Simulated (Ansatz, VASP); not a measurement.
## MoS2 in VASP and in Ansatz

The input INCAR:

```
  ALGO = Normal
  EDIFF = 1E-7
  ENCUT = 520
  ISIF = 2
  ISMEAR = -1
  LASPH = T
  LCHARG = F
  LREAL = F
  LWAVE = F
  NBANDS = 20
  NELM = 80
  PREC = Accurate
  SIGMA = 0.05
```

The input KPOINTS:

```
k-points
0
Gamma
  10 10 10
```

The input POSCAR:

```
MoS2
1.0
    1.6007918580      0.9242176101      6.2309303335
   -1.6007918580      0.9242176101      6.2309303335
    0.0000000000     -1.8484352203      6.2309303335
Mo S
1 2
Direct
    0.0000000000      0.0000000000      0.0000000000
    0.4170000000      0.4170000000      0.4170000000
    0.2500000000      0.2500000000      0.2500000000
```

The input input.yaml:

```yaml
crystal:
  lattice:
    - [1.600791858, 0.9242176101, 6.2309303335]
    - [-1.600791858, 0.9242176101, 6.2309303335]
    - [0.0, -1.8484352203, 6.2309303335]
  atoms:
    - { symbol: Mo, position: [0.0, 0.0, 0.0] }
    - { symbol: S, position: [0.417, 0.417, 0.417] }
    - { symbol: S, position: [0.25, 0.25, 0.25] }
hamiltonian:
  xc: lda
  pseudopotentials: { kind: paw }
kpoints:
  mp_grid: { grid: [10, 10, 10] }
scf:
  occupations: { method: fermi_dirac, width: 0.05 }
output:
  forces: true
  stress: true
  eigenvalues: true
  write_density: true
  write_potential: true
  elf: true
  volumetric_format: npy
```

Alike in both runs: task single point; functional LDA; k mesh 10 × 10 × 10; occupations fermi-dirac, width 0.05 eV; no spin polarisation.

|  | VASP | Ansatz |
| --- | --- | --- |
| version | VASP 6.6.1 | Ansatz 0.2.0 |
| potentials or method | VASP PAW LDA potentials, release 64 (Mo_sv, S) | Ansatz PAW |
| plane-wave cutoff (eV) | 520 | 420 |
| valence electrons in the cell | 26 | 26 |

VASP gave:

| Quantity | Value |
| --- | --- |
| gap on the k mesh at the Fermi level (eV) | 0.92 |
| least direct gap on the mesh (eV) | 1.86 |
| pressure (GPa) | -7.8 |
| traceless stress, the component that is largest in VASP (GPa) | 1.19 |
| rms of the force components (eV/Å) | 0.269 |

Task: Which values does Ansatz return?

Result: gap on the k mesh at the Fermi level (eV): 0.91; least direct gap on the mesh (eV): 1.85; pressure (GPa): -7.9; traceless stress, the component that is largest in VASP (GPa): 1.21; rms of the force components (eV/Å): 0.277.

LDA's correlation is that of Perdew and Zunger in VASP and of Perdew and Wang (1992) in Ansatz. Atom by atom the forces differ by 0.008 eV/Å (rms over components).
